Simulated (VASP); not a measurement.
MgO, 2 atoms in the cell. Symmetry: P-6m2, No. 187, hexagonal system. Conventional cell: a = 2.938 Å, b = 2.938 Å, c = 2.680 Å, α = 90.00°, β = 90.00°, γ = 120.00°. Mg (site symmetry -6m2) has 6 O at 2.16 Å and 2 Mg at 2.68 Å within 2.9 Å. O (site symmetry -6m2) has 6 Mg at 2.16 Å and 2 O at 2.68 Å within 2.9 Å. 

```yaml
Program: VASP 6.6.1
Task: single point
Functional: PBE
Potentials_or_basis: VASP PAW PBE potentials, release 64 (Mg, O)
Cutoff: 520 eV
k_mesh: 10 × 10 × 10
Occupations: fermi-dirac, width 0.05 eV
Spin: no spin polarisation
Dipole_correction: no
Further_INCAR_settings: ALGO = Normal; EDIFF = 1e-07; NBANDS = 11
```

Potentials or basis: VASP PAW PBE potentials, release 64 (Mg, O).

Command:

```bash
$ cat potpaw_PBE.64/Mg/POTCAR potpaw_PBE.64/O/POTCAR > POTCAR
$ mpirun -np 1 vasp_std > vasp.out
```

Hardware: 1 thread of Intel(R) Xeon(R) 6975P-C (Granite Rapids) (shared host).

Task: Estimate the wall time of this run.

Result: It took 5.7 s on 1 thread of Intel(R) Xeon(R) 6975P-C (Granite Rapids), with other jobs on the host, peak memory 0.15 GiB. Counts: scf iterations 13, k points 84.
